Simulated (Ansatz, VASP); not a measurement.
Two plane-wave programs on C

The input INCAR:

```
PREC = Accurate
ENCUT = 600
EDIFF = 1E-6
ISMEAR = -1
SIGMA = 0.1
LREAL = False
LASPH = True
NELM = 80
ALGO = Normal
ISIF = 3
LWAVE = False
LCHARG = False
GGA = PE
IBRION = 2
NSW = 60
EDIFFG = -0.005
```

KPOINTS

```
regular mesh
0
Gamma
  25 25 25
```

The input POSCAR:

```
C
1.0
   -1.1756673439      1.1756673439      1.1756673439
    1.1756673439     -1.1756673439      1.1756673439
    1.1756673439      1.1756673439     -1.1756673439
C
1
Direct
    0.0000000000      0.0000000000      0.0000000000
```

Input for Ansatz:

```yaml
crystal:
  lattice:
    - [-1.1756673439, 1.1756673439, 1.1756673439]
    - [1.1756673439, -1.1756673439, 1.1756673439]
    - [1.1756673439, 1.1756673439, -1.1756673439]
  atoms:
    - { symbol: C, position: [0.0, 0.0, 0.0] }
kpoints:
  mp_grid: { grid: [25, 25, 25] }
scf:
  occupations: { method: fermi_dirac, width: 0.1 }
hamiltonian:
  xc: pbe
  pseudopotentials: { kind: paw }
output:
  forces: true
  stress: true
relax:
  f_tol: 0.005
  max_steps: 40
  cell: {}
```

Alike in both runs: task relaxation of cell and atoms; functional PBE; k mesh 25 × 25 × 25; occupations fermi-dirac, width 0.1 eV; no spin polarisation.

```csv
,VASP,Ansatz
version,VASP 6.6.1,Ansatz 0.2.0
potentials or method,"VASP PAW PBE potentials, release 64 (C)","PAW with Ansatz's default frozen-core files, scalar-relativistic"
plane-wave cutoff (eV),600,420
valence electrons in the cell,4,4
```

```tsv
	VASP	Ansatz	Ansatz less VASP
relaxed volume (Å³/atom)	6.69	6.69	+0.002
relaxed cell length with the largest relative difference (Å)	2.056	2.056	+0.0002
```
